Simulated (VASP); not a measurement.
# TlSbO2 (R-3m) in VASP: further runs

Runs on TlSbO2. Level: PBEsol. Tasks: single point, relaxation of cell and atoms.

Everything below comes from runs of VASP 6.6.1. Logs are shortened: lines on timing, memory, paths and dates and some standing lists are left out, and cuts for length are marked.

## Step 1: The cell of the first run

It takes space group R-3m (No. 166, trigonal). The conventional cell has a = 3.490 Å, b = 3.490 Å, c = 19.270 Å, α = 90.00°, β = 90.00°, γ = 120.00°. Within 3.8 Å of Tl (site symmetry -3m) lie 6 O at 2.86 Å and 6 Tl at 3.49 Å and 6 Sb at 3.79 Å. Within 3.1 Å of Sb (site symmetry -3m) lie 6 O at 2.34 Å. Within 3.1 Å of O (site symmetry 3m) lie 3 Sb at 2.34 Å and 3 Tl at 2.86 Å.

## Step 2: Single point, PBEsol

The input, INCAR:

```
  PREC = Accurate
  ENCUT = 520
  EDIFF = 1E-7
  ISMEAR = -1
  SIGMA = 0.03
  LREAL = F
  LASPH = T
  NELM = 80
  ALGO = Normal
  ISIF = 2
  LWAVE = F
  LCHARG = F
  GGA = PS
  NBANDS = 23
```

The input, KPOINTS:

```
regular mesh
0
Gamma
  8 8 8
```

The input, POSCAR:

```
TlSbO2
1.0
    1.7450673722      1.0075151171      6.4233510022
   -1.7450673722      1.0075151171      6.4233510022
    0.0000000000     -2.0150302341      6.4233510022
Tl Sb O
1 1 2
Direct
    1.0000000000      0.0000000000      0.0000000000
    0.5000000000      0.5000000000      0.5000000000
    0.2282766165      0.2282766165      0.2282766165
    0.7717233835      0.7717233835      0.7717233835
```

Potentials or basis: VASP PAW PBE potentials, release 64 (Tl_d, Sb, O).

Command:

```bash
$ cat potpaw_PBE.64/Tl_d/POTCAR potpaw_PBE.64/Sb/POTCAR potpaw_PBE.64/O/POTCAR > POTCAR
$ mpirun -np 1 vasp_std > vasp.out
```

OUTCAR:

```text
PREC = Accurate
   ENCUT = 520
   EDIFF = 1E-7
   ISMEAR = -1
   LREAL = F
   LASPH = T
   NELM = 80
   ISIF = 2
   GGA = PS

 ion  position               nearest neighbor table
   1  0.000  0.000  0.000-   4 2.86   3 2.86   4 2.86   4 2.86   3 2.86   3 2.86   2 3.79   2 3.79
                             2 3.79   2 3.79   2 3.79   2 3.79
   2  0.500  0.500  0.500-   3 2.34   4 2.34   3 2.34   3 2.34   4 2.34   4 2.34   1 3.79   1 3.79
                             1 3.79   1 3.79   1 3.79   1 3.79
   3  0.228  0.228  0.228-   2 2.34   2 2.34   2 2.34   1 2.86   1 2.86   1 2.86
   4  0.772  0.772  0.772-   2 2.34   2 2.34   2 2.34   1 2.86   1 2.86   1 2.86

  LATTYP: Found a trigonal (rhomboedric) cell.
 ALAT       =     6.7319970991
 COS(alpha) =     0.8656101243

  Lattice vectors:

 A1 = (   1.7450673722,   1.0075151171,   6.4233510022)
 A2 = (  -1.7450673722,   1.0075151171,   6.4233510022)
 A3 = (   0.0000000000,  -2.0150302341,   6.4233510022)

Analysis of symmetry for initial positions (statically):
=====================================================================
 Subroutine PRICEL returns:
 Original cell was already a primitive cell.

 Routine SETGRP: Setting up the symmetry group for a
 trigonal (rhombohedral) supercell.

 Subroutine GETGRP returns: Found 12 space group operations
 (whereof 12 operations were pure point group operations)
 out of a pool of 12 trial point group operations.

The static configuration has the point symmetry D_3d.

Analysis of symmetry for dynamics (positions and initial velocities):
=====================================================================
 Subroutine PRICEL returns:
 Original cell was already a primitive cell.

 Routine SETGRP: Setting up the symmetry group for a
 trigonal (rhombohedral) supercell.

 Subroutine GETGRP returns: Found 12 space group operations
 (whereof 12 operations were pure point group operations)
 out of a pool of 12 trial point group operations.

The dynamic configuration has the point symmetry D_3d.

 Subroutine INISYM returns: Found 12 space group operations
 (whereof 12 operations are pure point group operations),
 and found     1 'primitive' translations

----------------------------------------------------------------------------------------

                                     Primitive cell

  volume of cell :      67.7605

  direct lattice vectors                    reciprocal lattice vectors
     1.745067372  1.007515117  6.423351002     0.286521889  0.165423490  0.051893993
    -1.745067372  1.007515117  6.423351002    -0.286521889  0.165423490  0.051893993
     0.000000000 -2.015030234  6.423351002     0.000000000 -0.330846980  0.051893993

  length of vectors
     6.731997099  6.731997099  6.731997099     0.334892088  0.334892088  0.334892088

  position of ions in fractional coordinates (direct lattice)
     0.000000000  0.000000000  0.000000000
     0.500000000  0.500000000  0.500000000
     0.228276616  0.228276616  0.228276616
     0.771723384  0.771723384  0.771723384

  ion indices of the primitive-cell ions
   primitive index   ion index
                 1           1
                 2           2
                 3           3
                 4           4

----------------------------------------------------------------------------------------

 KPOINTS: regular mesh

Automatic generation of k-mesh.
 Grid dimensions read from file:
 generate k-points for:    8    8    8

 Generating k-lattice:

  Cartesian coordinates                     Fractional coordinates (reciprocal lattice)
     0.035815236  0.020677936  0.006486749     0.125000000  0.000000000  0.000000000
    -0.035815236  0.020677936  0.006486749     0.000000000  0.125000000  0.000000000
     0.000000000 -0.041355872  0.006486749     0.000000000  0.000000000  0.125000000

  Length of vectors
     0.041861511  0.041861511  0.041861511

  Shift w.r.t. Gamma in fractional coordinates (k-lattice)
     0.000000000  0.000000000  0.000000000

 Subroutine IBZKPT returns following result:
 ===========================================

 Found     65 irreducible k-points:

 Following reciprocal coordinates:
            Coordinates               Weight
  0.000000  0.000000  0.000000      1.000000
  0.125000  0.000000  0.000000      6.000000
  0.250000  0.000000  0.000000      6.000000
  0.375000  0.000000 -0.000000      6.000000
  0.500000  0.000000  0.000000      3.000000
  0.125000  0.125000  0.000000      6.000000
[... 16 lines left out ...]
  0.250000  0.125000  0.125000      6.000000
  0.375000  0.125000  0.125000      6.000000
 [... further k-points ...]
   k-points           NKPTS =     65   k-points in BZ     NKDIM =     65   number of bands    NBANDS=     23
   number of dos      NEDOS =    301   number of ions     NIONS =      4
   total plane-waves  NPLWV = 125000
   dimension x,y,z NGX =    50 NGY =   50 NGZ =   50
   dimension x,y,z NGXF=   100 NGYF=  100 NGZF=  100
   ions per type =               1   1   2
   NGX,Y,Z   is equivalent  to a cutoff of  12.35, 12.35, 12.35 a.u.
   NGXF,Y,Z  is equivalent  to a cutoff of  24.69, 24.69, 24.69 a.u.
 SYSTEM =  unknown system
   PREC   = accura    normal or accurate (medium, high low for compatibility)
   ISTART =      0    job   : 0-new  1-cont  2-samecut
   ICHARG =      2    charge: 1-file 2-atom 10-const
   ISPIN  =      1    spin polarized calculation?
   LNONCOLLINEAR =      F non collinear calculations
   LSORBIT =      F    spin-orbit coupling
   LASPH  =      T    aspherical Exc in radial PAW
   ENCUT  =  520.0 eV  38.22 Ry    6.18 a.u.  12.52 12.52 12.52*2*pi/ulx,y,z
   NELM   =     80;   NELMIN=  2; NELMDL= -5     # of ELM steps
   EDIFF  = 0.1E-06   stopping-criterion for ELM
   LREAL  =      F    real-space projection
   EDIFFG = 0.1E-05   stopping-criterion for IOM
   NSW    =      0    number of steps for IOM
   IBRION =     -1    ionic relax: 0-MD 1-quasi-New 2-CG
   NFREE  =      0    steps in history (QN), initial steepest desc. (CG)
   ISIF   =      2    stress and relaxation
   ISYM   =      2    0-nonsym 1-usesym 2-fastsym
   POTIM  = 0.5000    time-step for ionic-motion
   TEBEG  =    0.0;   TEEND  =   0.0 temperature during run
   PSTRESS=    0.0 pullay stress
   NELECT =      30.0000    total number of electrons
   NUPDOWN=      -1.0000    fix difference up-down
   EMIN   =  10.00;   EMAX   =-10.00  energy-range for DOS
   EFERMI =   0.00;   METHOD = LEGACY
   ISMEAR =    -1;   SIGMA  =   0.03  broadening in eV -4-tet -1-fermi 0-gaus
   EFERMI_NEDOS =   21; number of points for ismear=-14 and -15
   IALGO  =     38    algorithm
   IMIX   =      4    mixing-type and parameters
     AMIX     =   0.40;   BMIX     =  1.00
     AMIX_MAG =   1.60;   BMIX_MAG =  1.00
  volume/ion in A,a.u.               =      16.94       114.32
  Fermi-wavevector in a.u.,A,eV,Ry     =   1.247737  2.357881 21.182195  1.556847
  Thomas-Fermi vector in A             =   2.381855
   LORBIT       =      0    0 simple, 1 ext, 2 COOP (PROOUT), +10 PAW based schemes
   GGA     = PS    functional components
   LHFCALC =     F    Hartree Fock is set to
   AEXX    =    0.0000 exact exchange contribution
   IVDW    =     0    specifies the selected vdW correction
   LEPSILON=     F    determine dielectric tensor
   LRPA    =     F    only Hartree local field effects (RPA)
 non-spin polarized calculation
  energy-cutoff  :      520.00
  volume of cell :       67.76
 maximum number of plane-waves:      1851
   NGX = 25   NGY = 25   NGZ = 25

 number of electron      29.9999993 magnetization

 Free energy of the ion-electron system (eV)
  ---------------------------------------------------
  ext. energy  EPLUGINS =         0.00000000
  ---------------------------------------------------
  free energy    TOTEN  =       -20.88969841 eV

  energy without entropy =      -20.88820278  energy(sigma->0) =      -20.88895059

 E-fermi :   6.8556     XC(G=0): -10.7861

 val. band max:        6.8045838357   @ k =  -0.2500   0.2500   0.0000
 cond. band min:       6.9184182354   @ k =  -0.3750  -0.3750   0.1250
 fundamental gap:      0.1138343997
 Fermi energy:         6.8555845820

 k-point     1 :       0.0000    0.0000    0.0000
  band No.  band energies     occupation
      1     -12.1692      2.00000
      2     -11.0074      2.00000
      3      -4.4294      2.00000
      4      -4.3652      2.00000
      5      -4.3652      2.00000
      6      -4.0353      2.00000
[... 15 lines left out ...]
     22      16.7661      0.00000
     23      17.4991      0.00000

 k-point     2 :       0.1250    0.0000    0.0000
  band No.  band energies     occupation
      1     -12.0573      2.00000
      2     -10.9688      2.00000
      3      -4.4125      2.00000
      4      -4.3440      2.00000
      5      -4.3054      2.00000
      6      -4.0690      2.00000
[... 15 lines left out ...]
     22      15.7225      0.00000
     23      16.8565      0.00000

 k-point     3 :       0.2500    0.0000    0.0000
  band No.  band energies     occupation
      1     -11.7590      2.00000
      2     -10.8838      2.00000
      3      -4.4802      2.00000
      4      -4.2136      2.00000
      5      -4.1576      2.00000
      6      -4.1495      2.00000
[... 15 lines left out ...]
     22      14.6342      0.00000
     23      17.2030      0.00000

 k-point     4 :       0.3750    0.0000   -0.0000
  band No.  band energies     occupation
      1     -11.3922      2.00000
      2     -10.8333      2.00000
      3      -4.5496      2.00000
      4      -4.2645      2.00000
      5      -4.1010      2.00000
      6      -4.0752      2.00000
[... 15 lines left out ...]
     22      14.3030      0.00000
     23      17.2964      0.00000

 k-point     5 :       0.5000    0.0000    0.0000
  band No.  band energies     occupation
      1     -11.1882      2.00000
      2     -10.8524      2.00000
      3      -4.5763      2.00000
      4      -4.2979      2.00000
      5      -4.1118      2.00000
      6      -4.0346      2.00000
[... 434 lines left out ...]
 k-point    22 :       0.1250    0.1250    0.1250
  band No.  band energies     occupation
      1     -12.1632      2.00000
      2     -11.0163      2.00000
      3      -4.4284      2.00000
      4      -4.3652      2.00000
      5      -4.3652      2.00000
      6      -4.0353      2.00000
[... 15 lines left out ...]
     22      16.8086      0.00000
     23      17.6665      0.00000

 k-point    23 :       0.2500    0.1250    0.1250
  band No.  band energies     occupation
      1     -12.0491      2.00000
      2     -10.9805      2.00000
      3      -4.4146      2.00000
      4      -4.3424      2.00000
      5      -4.3055      2.00000
      6      -4.0727      2.00000
[... 15 lines left out ...]
     22      15.5564      0.00000
     23      17.2085      0.00000

 k-point    24 :       0.3750    0.1250    0.1250
  band No.  band energies     occupation
      1     -11.7530      2.00000
      2     -10.8905      2.00000
      3      -4.4864      2.00000
      4      -4.2119      2.00000
      5      -4.1605      2.00000
      6      -4.1577      2.00000
[... 15 lines left out ...]
     22      14.4853      0.00000
     23      18.0435      0.00000

 [... further k-points ...]
[... 5 lines left out ...]
  --------------------------------------------------------------------------------------
  -------------------------------------------------------------------------------------
  Total       -0.2285473     -0.2285473     -0.1716117     -0.0000000     -0.0000000      0.0000000
  in kB       -5.4039327     -5.4039327     -4.0577072     -0.0000000     -0.0000000      0.0000000
  external PRESSURE =      -4.9551909 kB  Pullay stress =       0.0000000 kB

 VOLUME and BASIS-vectors are now :
 -----------------------------------------------------------------------------
  energy-cutoff  :      520.00
  volume of cell :       67.76
      direct lattice vectors                 reciprocal lattice vectors
     1.745067372  1.007515117  6.423351002     0.286521889  0.165423490  0.051893993
    -1.745067372  1.007515117  6.423351002    -0.286521889  0.165423490  0.051893993
     0.000000000 -2.015030234  6.423351002     0.000000000 -0.330846980  0.051893993

 POSITION                                       TOTAL-FORCE (eV/Angst)
 -----------------------------------------------------------------------------------
      0.00000      0.00000      0.00000         0.000000     -0.000000     -0.000000
      0.00000      0.00000      9.63503        -0.000000     -0.000000     -0.000000
      0.00000      0.00000      4.39890         0.000000     -0.000000     -0.043833
      0.00000      0.00000     14.87115         0.000000      0.000000      0.043833
 -----------------------------------------------------------------------------------
    total drift:                                0.000000      0.000000     -0.000000

  FREE ENERGIE OF THE ION-ELECTRON SYSTEM (eV)
  ---------------------------------------------------
  free  energy   TOTEN  =       -20.8896984059 eV

  energy  without entropy=      -20.8882027820  energy(sigma->0) =      -20.88895059
```

It took 2.5 min on 1 thread of Intel Xeon 6975P-C (Granite Rapids), shared host; peak memory 0.39 GiB.

What came out:

```yaml
Free_energy: -20.8897 eV
Pressure: -0.5 GPa
Largest_force: 0.044 eV/Å
Band_gap_on_the_k_mesh: zero (band 15 reaches 6.80 eV, above the bottom of band 16 at 6.56 eV)
```

Forces in eV/Å, atoms in the order of the input:
```
Tl   0.000  0.000  0.000
Sb   0.000  0.000  0.000
O    0.000  0.000 -0.044
O    0.000  0.000  0.044
```

Levels at points of the mesh, in eV from the Fermi level:
```csv
k point,band 11,band 12,band 13,band 14,band 15,band 16,band 17,band 18,band 19,band 20
"(0.00, 0.00, 0.00)",-3.35,-3.35,-3.06,-3.06,-0.35,-0.29,4.37,4.37,6.15,9.80
"(0.50, 0.00, 0.00)",-4.63,-3.78,-3.07,-2.40,-1.09,0.86,2.11,4.58,5.02,5.47
"(0.50, 0.50, 0.00)",-4.46,-4.22,-2.89,-2.68,-0.69,0.20,3.00,4.56,5.13,5.79
"(0.50, 0.50, 0.50)",-3.29,-3.13,-3.13,-2.64,-1.64,0.98,4.37,4.56,4.56,8.87
```

Caveat: the PAW data sets were made with another functional, which shifts forces and pressure a little; spin-orbit coupling is left out, which moves the levels of the heavy elements.

(Part 1 of 2 ends here.)
